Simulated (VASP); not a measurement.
# Zn (Fd-3m) in VASP: notebook, part 2 of 2

VASP 6.6.1. The steps go on from the part before.

## 4. Single point, LDA (14.54 Å³/atom)

This run uses another cell than the first one, of 14.54 Å³/atom.

INCAR

```
SYSTEM = Zn
PREC = Accurate ; ENCUT = 520
EDIFF = 1E-7 ; ISMEAR = -1
SIGMA = 0.1 ; LREAL = .FALSE.
LASPH = .TRUE. ; NELM = 60
ALGO = Normal ; ISIF = 2
LWAVE = .FALSE. ; LCHARG = .FALSE.
GGA = CA ; NBANDS = 19
```

KPOINTS

```
regular mesh
0
G
  13 13 13
  0 0 0
```

POSCAR

```
Zn
1.0
    0.0000000000      2.4409033211      2.4409033211
    2.4409033211      0.0000000000      2.4409033211
    2.4409033211      2.4409033211      0.0000000000
Zn
2
Direct
   -0.1250000000     -0.1250000000     -0.1250000000
    0.1250000000      0.1250000000      0.1250000000
```

Potentials or basis: VASP PAW LDA potentials, release 64 (Zn).

Started as:

```bash
$ cat potpaw_LDA.64/Zn/POTCAR > POTCAR
$ mpirun -np 1 vasp_std > vasp.out
```

OUTCAR:

```text
SYSTEM = Zn
   PREC = Accurate
   ENCUT = 520
   EDIFF = 1E-7
   ISMEAR = -1
   LREAL = .FALSE.
   LASPH = .TRUE.
   NELM = 60
   ISIF = 2
   GGA = CA

 ion  position               nearest neighbor table
   1  0.875  0.875  0.875-   2 2.11   2 2.11   2 2.11   2 2.11
   2  0.125  0.125  0.125-   1 2.11   1 2.11   1 2.11   1 2.11

  LATTYP: Found a face centered cubic cell.
 ALAT       =     4.8818066422

  Lattice vectors:

 A1 = (   0.0000000000,   2.4409033211,   2.4409033211)
 A2 = (   2.4409033211,   0.0000000000,   2.4409033211)
 A3 = (   2.4409033211,   2.4409033211,   0.0000000000)

Analysis of symmetry for initial positions (statically):
=====================================================================
 Subroutine PRICEL returns:
 Original cell was already a primitive cell.

 Routine SETGRP: Setting up the symmetry group for a
 face centered cubic supercell.

 Subroutine GETGRP returns: Found 48 space group operations
 (whereof 12 operations were pure point group operations)
 out of a pool of 48 trial point group operations.

The static configuration has the point symmetry D_3d.
[... 154 lines left out ...]

 Free energy of the ion-electron system (eV)
  ---------------------------------------------------
  ext. energy  EPLUGINS =         0.00000000
  ---------------------------------------------------
  free energy    TOTEN  =        -1.22007551 eV

  energy without entropy =       -1.20102596  energy(sigma->0) =       -1.21055073

 E-fermi :   2.8830     XC(G=0): -11.8690

 val. band max:        2.8366445138   @ k =  -0.4615   0.3846   0.0769
 cond. band min:       2.9312715328   @ k =  -0.3846   0.4615   0.1538
 fundamental gap:      0.0946270190
 Fermi energy:         2.8830300025

 k-point     1 :       0.0000    0.0000    0.0000
  band No.  band energies     occupation
      1      -7.7663      2.00000
      2      -6.2628      2.00000
      3      -6.2628      2.00000
      4      -6.2628      2.00000
      5      -6.2252      2.00000
      6      -6.2252      2.00000
[... 505 lines left out ...]
      6      -5.8146      2.00000
[... 11 lines left out ...]
     18      16.6772      0.00000
     19      17.9153      0.00000

 [... further k-points ...]
[... 5 lines left out ...]
  --------------------------------------------------------------------------------------
  -------------------------------------------------------------------------------------
  Total        7.9582861      7.9582861      7.9582861     -0.0000000      0.0000000      0.0000000
  in kB      438.3776474    438.3776474    438.3776474     -0.0000000      0.0000000      0.0000000
  external PRESSURE =     438.3776474 kB  Pullay stress =       0.0000000 kB

 VOLUME and BASIS-vectors are now :
 -----------------------------------------------------------------------------
  energy-cutoff  :      520.00
  volume of cell :       29.09
      direct lattice vectors                 reciprocal lattice vectors
     0.000000000  2.440903321  2.440903321    -0.204842197  0.204842197  0.204842197
     2.440903321  0.000000000  2.440903321     0.204842197 -0.204842197  0.204842197
     2.440903321  2.440903321  0.000000000     0.204842197  0.204842197 -0.204842197

 POSITION                                       TOTAL-FORCE (eV/Angst)
 -----------------------------------------------------------------------------------
      4.27158      4.27158      4.27158         0.000000      0.000000      0.000000
      0.61023      0.61023      0.61023        -0.000000     -0.000000     -0.000000
 -----------------------------------------------------------------------------------
    total drift:                                0.000000     -0.000000     -0.000000

  FREE ENERGIE OF THE ION-ELECTRON SYSTEM (eV)
  ---------------------------------------------------
  free  energy   TOTEN  =        -1.2200755062 eV

  energy  without entropy=       -1.2010259576  energy(sigma->0) =       -1.21055073
```

OSZICAR:

```text
N       E                     dE             d eps       ncg     rms          rms(c)
DAV:   1     0.117563706180E+03    0.11756E+03   -0.12240E+04  3304   0.204E+03
DAV:   2     0.462366151018E+01   -0.11294E+03   -0.10975E+03  3204   0.304E+02
DAV:   3    -0.152889230219E+01   -0.61526E+01   -0.61248E+01  3498   0.772E+01
DAV:   4    -0.157393485060E+01   -0.45043E-01   -0.45032E-01  3523   0.685E+00
DAV:   5    -0.157399899936E+01   -0.64149E-04   -0.64148E-04  3478   0.238E-01    0.737E+00
DAV:   6    -0.127017084191E+01    0.30383E+00   -0.87947E-01  3790   0.214E+01    0.462E+00
DAV:   7    -0.123336268199E+01    0.36808E-01   -0.43683E-02  3737   0.345E+00    0.218E+00
DAV:   8    -0.122010934865E+01    0.13253E-01   -0.25743E-03  4754   0.790E-01    0.690E-02
DAV:   9    -0.122007002899E+01    0.39320E-04   -0.26886E-04  4196   0.178E-01    0.338E-02
DAV:  10    -0.122007584389E+01   -0.58149E-05   -0.25518E-05  3401   0.416E-02    0.651E-03
DAV:  11    -0.122007546269E+01    0.38120E-06   -0.10214E-06  3662   0.187E-02    0.230E-03
DAV:  12    -0.122007550617E+01   -0.43481E-07   -0.68848E-08  1962   0.408E-03
   1 F= -.12200755E+01 E0= -.12105507E+01  d E =-.190495E-01
```

stdout:

```text
POSCAR found type information on POSCAR Zn
 POSCAR found :  1 types and       2 ions
 scaLAPACK will be used
 LDA part: xc-table for (Slater(with rela. corr.)+CA(PZ))
 , standard interpolation
 POSCAR, INCAR and KPOINTS ok, starting setup
 FFT: planning ... GRIDC
 FFT: planning ... GRID_SOFT
 FFT: planning ... GRID
 WAVECAR not read
 entering main loop
```

Run time: 74 s. Hardware: 1 thread of Intel Xeon 8259CL, shared host; peak memory 0.16 GiB.

Results:

| Quantity | Value |
| --- | --- |
| Free energy | -1.2201 eV |
| Pressure | 43.8 GPa |
| Band gap on the k mesh | zero (bands 12 and 13 overlap by 9.84 eV) |

Levels at points of the mesh, in eV from the Fermi level:
```
           k point  band 9  band 10  band 11  band 12  band 13  band 14  band 15  band 16
(0.00, 0.00, 0.00)   -7.80    -7.17    -7.17     8.23     8.23     8.23     9.33     9.33
```

Caveat: the cell stands under pressure.

## 5. Single point, LDA (16.68 Å³/atom)

This run uses another cell than the first one, of 16.68 Å³/atom.

INCAR

```
PREC = Accurate
ENCUT = 520
EDIFF = 1E-6
ISMEAR = -1
SIGMA = 0.1
LREAL = F
LASPH = T
NELM = 60
ALGO = Normal
ISIF = 2
LWAVE = F
LCHARG = F
GGA = CA
NBANDS = 19
```

KPOINTS

```
regular mesh
0
Gamma
  13 13 13
```

POSCAR

```
Zn
1.0
    0.0000000000      2.5551269045      2.5551269045
    2.5551269045      0.0000000000      2.5551269045
    2.5551269045      2.5551269045      0.0000000000
Zn
2
Direct
   -0.1250000000     -0.1250000000     -0.1250000000
    0.1250000000      0.1250000000      0.1250000000
```

Started as:

```bash
$ cat potpaw_LDA.64/Zn/POTCAR > POTCAR
$ mpirun -np 1 vasp_std > vasp.out
```

Run time: 67 s. Hardware: 1 thread of Intel Xeon 8259CL, shared host; peak memory 0.17 GiB.

Results (log left out):

```yaml
Free_energy: -2.0421 eV
Pressure: 20.4 GPa
Band_gap_on_the_k_mesh: zero (bands 12 and 13 overlap by 8.60 eV)
```

Levels at points of the mesh, in eV from the Fermi level:
```csv
k point,band 10,band 11,band 12,band 13,band 14,band 15
"(0.00, 0.00, 0.00)",-7.01,-7.01,7.28,7.28,7.28,8.55
```

Caveat: the cell stands under pressure.

## 6. Overview

```tsv
cell	gap on the mesh (eV)	pressure (GPa)
a = 3.116 Å, angles 60.0°, 2 atoms	none	163.2
a = 3.274 Å, angles 60.0°, 2 atoms	none	90.3
a = 3.452 Å, angles 60.0°, 2 atoms	none	43.8
a = 3.613 Å, angles 60.0°, 2 atoms	none	20.4
```

Alike in all rows: task single point; level LDA; potentials or basis VASP PAW LDA potentials, release 64 (Zn); no spin polarisation; k mesh 13 × 13 × 13; cutoff (eV) 520; smearing fermi-dirac 0.1 eV.

Caveats: the cell stands under pressure.

Total energies depend on the potentials used, so only differences within one code and one set of settings carry meaning.
